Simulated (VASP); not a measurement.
# BeGa3 (I4/mmm) in VASP: settings compared

Aim: see how the results for BeGa3 move with the level of theory and the settings. Levels: PBE, LDA. Tasks: single point, relaxation of the atoms.

Everything below comes from runs of VASP 6.6.1. Logs are shortened: lines on timing, memory, paths and dates and some standing lists are left out, and cuts for length are marked.

### 1 The cell of the first run

Symmetry: I4/mmm, No. 139, tetragonal system. Conventional cell: a = 4.087 Å, b = 4.087 Å, c = 7.581 Å, α = 90.00°, β = 90.00°, γ = 90.00°. Be (site symmetry 4/mmm) has 14 Ga at 2.79 to 3.79 Å within 3.8 Å. Ga (site symmetry -4m2) has 4 Be at 2.79 Å and 10 Ga at 2.79 to 3.79 Å within 3.8 Å. Within 3.8 Å of Ga (site symmetry 4/mmm) lie 8 Ga at 2.79 Å and 6 Be at 2.89 to 3.79 Å.

### 2 Single point, PBE

INCAR reads:

```
PREC     = Accurate       # precision mode
ENCUT    = 600            # plane-wave cutoff, eV
EDIFF    = 1E-6           # SCF threshold, eV
ISMEAR   = 0              # smearing method
SIGMA    = 0.1            # smearing width, eV
LREAL    = False          # projectors in reciprocal space
LASPH    = True           # aspherical terms in the spheres
NELM     = 120            # most SCF steps
ALGO     = Normal         # electronic algorithm
ISIF     = 2              # what is computed and relaxed
LWAVE    = False          # write WAVECAR
LCHARG   = True           # write CHGCAR
GGA      = PE             # functional
LELF     = True           # ELF
LVHAR    = True         
NBANDS   = 28             # bands
GGA_COMPAT= False
```

KPOINTS reads:

```
Automatic mesh
0
Gamma
  4 4 4
  0.25 0.25 0.25
```

POSCAR reads:

```
BeGa3
1.0
   -2.0436200000      2.0436200000      3.7906850000
    2.0436200000     -2.0436200000      3.7906850000
    2.0436200000      2.0436200000     -3.7906850000
Be Ga
1 3
Direct
    0.0000000000      0.0000000000      0.0000000000
    0.7500000000      0.2500000000      0.5000000000
    0.2500000000      0.7500000000      0.5000000000
    0.5000000000      0.5000000000      0.0000000000
```

Potentials or basis: VASP PAW PBE potentials, release 64 (Be, Ga_d).

Started as:

```console
cat potpaw_PBE.64/Be/POTCAR potpaw_PBE.64/Ga_d/POTCAR > POTCAR
mpirun -np 1 vasp_std > vasp.out
```

OUTCAR:

```text
PREC = Accurate
   ENCUT = 600
   EDIFF = 1E-6
   ISMEAR = 0
   LREAL = False
   LASPH = True
   NELM = 120
   ISIF = 2
   GGA = PE

 ion  position               nearest neighbor table
   1  0.000  0.000  0.000-
   2  0.750  0.250  0.500-   4 2.79   4 2.79   4 2.79   4 2.79   3 2.89   3 2.89   3 2.89   3 2.89

   3  0.250  0.750  0.500-   4 2.79   4 2.79   4 2.79   4 2.79   2 2.89   2 2.89   2 2.89   2 2.89

   4  0.500  0.500  0.000-   3 2.79   2 2.79   3 2.79   2 2.79   2 2.79   3 2.79   2 2.79   3 2.79

  LATTYP: Found a body centered tetragonal cell.
 ALAT       =     4.0872400000
 C/A-ratio  =     1.8548874057

  Lattice vectors:

 A1 = (  -2.0436200000,   2.0436200000,   3.7906850000)
 A2 = (   2.0436200000,  -2.0436200000,   3.7906850000)
 A3 = (   2.0436200000,   2.0436200000,  -3.7906850000)

Analysis of symmetry for initial positions (statically):
=====================================================================
 Subroutine PRICEL returns:
 Original cell was already a primitive cell.

 Routine SETGRP: Setting up the symmetry group for a
 body centered tetragonal supercell.

 Subroutine GETGRP returns: Found 16 space group operations
 (whereof 16 operations were pure point group operations)
 out of a pool of 16 trial point group operations.

The static configuration has the point symmetry D_4h.

Analysis of symmetry for dynamics (positions and initial velocities):
=====================================================================
 Subroutine PRICEL returns:
 Original cell was already a primitive cell.

 Routine SETGRP: Setting up the symmetry group for a
 body centered tetragonal supercell.

 Subroutine GETGRP returns: Found 16 space group operations
 (whereof 16 operations were pure point group operations)
 out of a pool of 16 trial point group operations.

The dynamic configuration has the point symmetry D_4h.

 Subroutine INISYM returns: Found 16 space group operations
 (whereof 16 operations are pure point group operations),
 and found     1 'primitive' translations

----------------------------------------------------------------------------------------

                                     Primitive cell

  volume of cell :      63.3254

  direct lattice vectors                    reciprocal lattice vectors
    -2.043620000  2.043620000  3.790685000     0.000000000  0.244663881  0.131902282
     2.043620000 -2.043620000  3.790685000     0.244663881  0.000000000  0.131902282
     2.043620000  2.043620000 -3.790685000     0.244663881  0.244663881  0.000000000

  length of vectors
     4.766766008  4.766766008  4.766766008     0.277954360  0.277954360  0.346006978

  position of ions in fractional coordinates (direct lattice)
     0.000000000  0.000000000  0.000000000
     0.750000000  0.250000000  0.500000000
     0.250000000  0.750000000  0.500000000
     0.500000000  0.500000000  0.000000000

  ion indices of the primitive-cell ions
   primitive index   ion index
                 1           1
                 2           2
                 3           3
                 4           4

----------------------------------------------------------------------------------------

 KPOINTS: Automatic mesh

Automatic generation of k-mesh.
 Grid dimensions read from file:
 generate k-points for:    4    4    4

 Generating k-lattice:

  Cartesian coordinates                     Fractional coordinates (reciprocal lattice)
     0.000000000  0.061165970  0.032975570     0.250000000 -0.000000000  0.000000000
     0.061165970  0.000000000  0.032975570    -0.000000000  0.250000000  0.000000000
     0.061165970  0.061165970  0.000000000     0.000000000  0.000000000  0.250000000

  Length of vectors
     0.069488590  0.069488590  0.086501745

  Shift w.r.t. Gamma in fractional coordinates (k-lattice)
     0.250000000  0.250000000  0.250000000

 Subroutine IBZKPT returns following result:
 ===========================================

 Found     12 irreducible k-points:

 Following reciprocal coordinates:
            Coordinates               Weight
  0.062500  0.062500  0.062500      8.000000
  0.312500  0.062500  0.062500     16.000000
  0.312500  0.312500  0.062500      8.000000
 -0.437500  0.312500  0.062500      8.000000
 -0.187500  0.312500  0.062500     16.000000
 -0.437500 -0.437500  0.062500      8.000000
 -0.187500 -0.437500  0.062500     16.000000
 -0.187500 -0.187500  0.062500      8.000000
 -0.437500  0.312500  0.312500     16.000000
 -0.437500 -0.437500  0.312500      8.000000
 -0.187500 -0.437500  0.312500      8.000000
 -0.187500 -0.187500 -0.437500      8.000000
   k-points           NKPTS =     12   k-points in BZ     NKDIM =     12   number of bands    NBANDS=     28
   number of dos      NEDOS =    301   number of ions     NIONS =      4
   total plane-waves  NPLWV =  64000
   dimension x,y,z NGX =    40 NGY =   40 NGZ =   40
   dimension x,y,z NGXF=    80 NGYF=   80 NGZF=   80
   ions per type =               1   3
   NGX,Y,Z   is equivalent  to a cutoff of  13.95, 13.95, 13.95 a.u.
   NGXF,Y,Z  is equivalent  to a cutoff of  27.90, 27.90, 27.90 a.u.
 SYSTEM =  unknown system
   PREC   = accura    normal or accurate (medium, high low for compatibility)
   ISTART =      0    job   : 0-new  1-cont  2-samecut
   ICHARG =      2    charge: 1-file 2-atom 10-const
   ISPIN  =      1    spin polarized calculation?
   LNONCOLLINEAR =      F non collinear calculations
   LSORBIT =      F    spin-orbit coupling
   LASPH  =      T    aspherical Exc in radial PAW
   ENCUT  =  600.0 eV  44.10 Ry    6.64 a.u.   9.52  9.52  9.52*2*pi/ulx,y,z
   NELM   =    120;   NELMIN=  2; NELMDL= -5     # of ELM steps
   EDIFF  = 0.1E-05   stopping-criterion for ELM
   LREAL  =      F    real-space projection
   EDIFFG = 0.1E-04   stopping-criterion for IOM
   NSW    =      0    number of steps for IOM
   IBRION =     -1    ionic relax: 0-MD 1-quasi-New 2-CG
   NFREE  =      0    steps in history (QN), initial steepest desc. (CG)
   ISIF   =      2    stress and relaxation
   ISYM   =      2    0-nonsym 1-usesym 2-fastsym
   POTIM  = 0.5000    time-step for ionic-motion
   TEBEG  =    0.0;   TEEND  =   0.0 temperature during run
   PSTRESS=    0.0 pullay stress
   NELECT =      41.0000    total number of electrons
   NUPDOWN=      -1.0000    fix difference up-down
   EMIN   =  10.00;   EMAX   =-10.00  energy-range for DOS
   EFERMI =   0.00;   METHOD = LEGACY
   ISMEAR =     0;   SIGMA  =   0.10  broadening in eV -4-tet -1-fermi 0-gaus
   EFERMI_NEDOS =   21; number of points for ismear=-14 and -15
   IALGO  =     38    algorithm
   IMIX   =      4    mixing-type and parameters
     AMIX     =   0.40;   BMIX     =  1.00
     AMIX_MAG =   1.60;   BMIX_MAG =  1.00
  volume/ion in A,a.u.               =      15.83       106.84
  Fermi-wavevector in a.u.,A,eV,Ry     =   1.416262  2.676346 27.290521  2.005797
  Thomas-Fermi vector in A             =   2.537614
   LORBIT       =      0    0 simple, 1 ext, 2 COOP (PROOUT), +10 PAW based schemes
   GGA     = PE    functional components
   LHFCALC =     F    Hartree Fock is set to
   AEXX    =    0.0000 exact exchange contribution
   IVDW    =     0    specifies the selected vdW correction
   LEPSILON=     F    determine dielectric tensor
   LRPA    =     F    only Hartree local field effects (RPA)
 non-spin polarized calculation
 Gauss-broadening in eV      SIGMA  =   0.10
  energy-cutoff  :      600.00
  volume of cell :       63.33
 maximum number of plane-waves:      2128
 NGX is ok and might be reduce to    40
   NGX = 19   NGY = 19   NGZ = 19

 number of electron      40.9999991 magnetization

 Free energy of the ion-electron system (eV)
  ---------------------------------------------------
  ext. energy  EPLUGINS =         0.00000000
  ---------------------------------------------------
  free energy    TOTEN  =       -11.35008914 eV

  energy without entropy =      -11.32906015  energy(sigma->0) =      -11.33957464

 E-fermi :   6.2677     XC(G=0): -11.1047

 val. band max:        6.2396159729   @ k =   0.3125   0.3125   0.0625
 cond. band min:       6.2721807367   @ k =  -0.1875  -0.1875   0.0625
 fundamental gap:      0.0325647637
 Fermi energy:         6.2677482897

 k-point     1 :       0.0625    0.0625    0.0625
  band No.  band energies     occupation
      1      -9.0570      2.00000
      2      -9.0428      2.00000
      3      -9.0295      2.00000
      4      -9.0239      2.00000
      5      -8.9597      2.00000
      6      -8.9118      2.00000
[... 20 lines left out ...]
     27       9.7188      0.00000
     28      11.1868      0.00000

 k-point     2 :       0.3125    0.0625    0.0625
  band No.  band energies     occupation
      1      -9.0724      2.00000
      2      -9.0461      2.00000
      3      -8.9905      2.00000
      4      -8.9736      2.00000
      5      -8.9658      2.00000
      6      -8.8523      2.00000
[... 20 lines left out ...]
     27      12.1962      0.00000
     28      12.9412      0.00000

 k-point     3 :       0.3125    0.3125    0.0625
  band No.  band energies     occupation
      1      -9.0592      2.00000
      2      -9.0330      2.00000
      3      -8.9887      2.00000
      4      -8.9757      2.00000
      5      -8.9696      2.00000
      6      -8.8715      2.00000
[... 20 lines left out ...]
     27      13.9922      0.00000
     28      14.5699      0.00000

 k-point     4 :      -0.4375    0.3125    0.0625
  band No.  band energies     occupation
      1      -9.0371      2.00000
      2      -9.0283      2.00000
      3      -9.0150      2.00000
      4      -8.9692      2.00000
      5      -8.9503      2.00000
      6      -8.9090      2.00000
[... 206 lines left out ...]
     27      12.4525      0.00000
     28      13.3528      0.00000

 k-point    11 :      -0.1875   -0.4375    0.3125
  band No.  band energies     occupation
      1      -9.1034      2.00000
      2      -9.0860      2.00000
      3      -9.0649      2.00000
      4      -9.0052      2.00000
      5      -8.9957      2.00000
      6      -8.8779      2.00000
[... 20 lines left out ...]
     27      12.6643      0.00000
     28      12.7029      0.00000

 k-point    12 :      -0.1875   -0.1875   -0.4375
  band No.  band energies     occupation
      1      -9.0511      2.00000
      2      -9.0306      2.00000
      3      -8.9946      2.00000
      4      -8.9711      2.00000
      5      -8.9631      2.00000
      6      -8.8954      2.00000
[... 20 lines left out ...]
     27      13.8918      0.00000
     28      15.2486      0.00000

------------------------ aborting loop because EDIFF is reached ----------------------------------------

  FORCE on cell =-STRESS in cart. coord.  units (eV):
  Direction    XX          YY          ZZ          XY          YZ          ZX
  --------------------------------------------------------------------------------------
  -------------------------------------------------------------------------------------
  Total       -0.2669210     -0.2669210      0.3645988      0.0000000     -0.0000000      0.0000000
  in kB       -6.7532903     -6.7532903      9.2246066      0.0000000     -0.0000000      0.0000000
  external PRESSURE =      -1.4273247 kB  Pullay stress =       0.0000000 kB

 VOLUME and BASIS-vectors are now :
 -----------------------------------------------------------------------------
  energy-cutoff  :      600.00
  volume of cell :       63.33
      direct lattice vectors                 reciprocal lattice vectors
    -2.043620000  2.043620000  3.790685000     0.000000000  0.244663881  0.131902282
     2.043620000 -2.043620000  3.790685000     0.244663881  0.000000000  0.131902282
     2.043620000  2.043620000 -3.790685000     0.244663881  0.244663881  0.000000000

 POSITION                                       TOTAL-FORCE (eV/Angst)
 -----------------------------------------------------------------------------------
      0.00000      0.00000      0.00000        -0.000000      0.000000     -0.000000
      0.00000      2.04362      1.89534         0.000000     -0.000000      0.000000
      2.04362      0.00000      1.89534        -0.000000     -0.000000     -0.000000
      0.00000      0.00000      3.79068        -0.000000      0.000000     -0.000000
 -----------------------------------------------------------------------------------
    total drift:                               -0.000000     -0.000000      0.000000

  FREE ENERGIE OF THE ION-ELECTRON SYSTEM (eV)
  ---------------------------------------------------
  free  energy   TOTEN  =       -11.3500891351 eV

  energy  without entropy=      -11.3290601544  energy(sigma->0) =      -11.33957464
```

Run time: 61 s. Hardware: 1 thread of AMD EPYC 7R13, shared host; peak memory 0.24 GiB.

What came out:

| Item | Value |
| --- | --- |
| Free energy | -11.3501 eV |
| Pressure | -0.1 GPa |
| Band gap on the k mesh | zero (an odd number of electrons rules out a gap without spin polarisation) |

(Continued in part 2 of 2.)

The gap in the log of VASP goes by the Fermi energy; the results here count the filled bands.